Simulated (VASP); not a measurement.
Na2Al2O, 5 atoms in the cell. The structure is tetragonal, space group I4/mmm (No. 139). The conventional cell has a = 3.526 Å, b = 3.526 Å, c = 17.565 Å, α = 90.00°, β = 90.00°, γ = 90.00°. Within 3.2 Å of Na (site symmetry 4mm) lie 1 Na at 2.44 Å and 4 O at 2.77 Å. Al (site symmetry -4m2) has 4 Al at 2.49 Å within 3.3 Å. O (site symmetry 4/mmm) has 8 Na at 2.77 Å and 4 O at 3.53 Å within 3.7 Å. The cell was built from a structure type or drawn by symmetry, and may not be a known phase.

| Quantity | Value |
| --- | --- |
| Program | VASP 6.6.1 |
| Task | single point |
| Functional | PBE |
| Potentials or basis | VASP PAW PBE potentials, release 64 (Na_pv, Al, O) |
| Cutoff | 520 eV |
| k mesh | 6 × 6 × 6 |
| Occupations | gaussian, width 0.1 eV |
| Spin | collinear spin, ferromagnetic start |
| Starting moments | [0.0, 0.0, 0.0, 0.0, 1.0] μB |
| Dipole correction | no |
| Further INCAR settings | ALGO = Normal; EDIFF = 1e-07; NBANDS = 25 |

Potentials or basis: VASP PAW PBE potentials, release 64 (Na_pv, Al, O).

Launch:

```console
$ cat potpaw_PBE.64/Na_pv/POTCAR potpaw_PBE.64/Al/POTCAR potpaw_PBE.64/O/POTCAR > POTCAR
$ mpirun -np 1 vasp_std > vasp.out
```

Hardware: 1 thread of Intel(R) Xeon(R) 6975P-C (Granite Rapids), with other jobs on the host.

Q: How long does it take, and how much memory?

A: It took 11 min on 1 thread of Intel(R) Xeon(R) 6975P-C (Granite Rapids), on a shared host, peak memory 0.97 GiB. Counts: scf iterations 25, k points 30.
